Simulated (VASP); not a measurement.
Input of a VASP 6.6.1 run:

Contents of INCAR:

```
PREC = Accurate ; ENCUT = 600
EDIFF = 1E-7 ; ISMEAR = -1
SIGMA = 0.1 ; LREAL = False
LASPH = True ; NELM = 60
ALGO = Normal ; ISIF = 3
LWAVE = False ; LCHARG = False
IBRION = 2 ; NSW = 60
EDIFFG = -0.005 ; PSTRESS = 120.0
```

KPOINTS

```
Automatic mesh
0
Gamma
  15 15 8
```

Contents of POSCAR:

```
Mg
1.0
    2.9288438684      0.0000000000      0.0000000000
   -1.4644219342      2.5364531937      0.0000000000
    0.0000000000      0.0000000000      4.7447270667
Mg
2
Direct
    0.3333333333      0.6666666667      0.2500000000
    0.6666666667      0.3333333333      0.7500000000
```

Potentials or basis: VASP PAW LDA potentials, release 64 (Mg).

Launch:

```console
$ cat potpaw_LDA.64/Mg/POTCAR > POTCAR
$ mpirun -np 1 vasp_std > vasp.out
```

Predict the relaxed cell.

a = 2.936 Å, b = 2.936 Å, c = 4.716 Å, α = 90.00°, β = 90.00°, γ = 120.00°.

Estimate the band gap on the k mesh.

zero (bands 2 and 3 overlap by 2.10 eV).

What does it give for the relaxed volume?

17.60 Å³/atom.

Final structure:
```cif
data_structure
_symmetry_space_group_name_H-M 'P 1'
_symmetry_Int_Tables_number 1
_cell_length_a 2.9359
_cell_length_b 2.9359
_cell_length_c 4.7160
_cell_angle_alpha 90.000
_cell_angle_beta 90.000
_cell_angle_gamma 120.000
_cell_volume 35.20
loop_
_atom_site_label
_atom_site_type_symbol
_atom_site_fract_x
_atom_site_fract_y
_atom_site_fract_z
_atom_site_occupancy
Mg1 Mg 0.33333 0.66667 0.25000 1
Mg2 Mg 0.66667 0.33333 0.75000 1
```

Caveat: the cell is relaxed towards a set pressure, so the run minimises the enthalpy, not the energy.
